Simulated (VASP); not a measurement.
Wanted: the native input for a VASP 6.6.1 run.

| Item | Value |
| --- | --- |
| Task | single point |
| Functional | PBE |
| Dispersion | D3(BJ) |
| Potentials or basis | VASP PAW PBE potentials, release 64 (C) |
| Cutoff | 520 eV |
| k mesh | 15 × 15 × 1 |
| Occupations | gaussian, width 0.1 eV |
| Spin | no spin polarisation |
| Dipole correction | yes |
| Further INCAR settings | ALGO = Normal; EDIFF = 1e-06; NBANDS = 16 |

The structure of C lies in POSCAR:

```
C
1.0
    2.4656524409      0.0000000000      0.0000000000
   -1.2328262205      2.1353176508      0.0000000000
    0.0000000000      0.0000000000     17.5000663883
C
4
Direct
    0.6666666667      0.3333333333      0.2571437784
    0.3333333333      0.6666666667      0.2571418816
    0.8333333333      0.3333333333      0.4805733991
    0.5000000000      0.6666666667      0.4805715023
```

One way to write it, as run:

INCAR

```
PREC     = Accurate       # precision mode
ENCUT    = 520            # plane-wave cutoff, eV
EDIFF    = 1E-6           # SCF threshold, eV
ISMEAR   = 0              # smearing method
SIGMA    = 0.1            # smearing width, eV
LREAL    = False          # projectors in reciprocal space
LASPH    = True           # aspherical terms in the spheres
NELM     = 60             # most SCF steps
ALGO     = Normal         # electronic algorithm
ISIF     = 2              # what is computed and relaxed
LWAVE    = False          # write WAVECAR
LCHARG   = False          # write CHGCAR
LDIPOL   = True         
IDIPOL   = 3            
DIPOL    = 0.5 0.5 0.369
GGA      = PE             # functional
IVDW     = 12             # dispersion correction
NBANDS   = 16             # bands
```

KPOINTS

```
regular mesh
0
Gamma
  15 15 1
```

Potentials or basis: VASP PAW PBE potentials, release 64 (C).

Command:

```sh
$ cat potpaw_PBE.64/C/POTCAR > POTCAR
$ mpirun -np 1 vasp_std > vasp.out
```

Results of the run:

- Largest force: 0.024 eV/Å
- Band gap on the k mesh: 0.22 eV, direct
- Dispersion energy per atom: -0.108 eV

Run time: 48 s on 1 thread of Intel(R) Xeon(R) 6975P-C (Granite Rapids), on a shared host, peak memory 0.24 GiB.
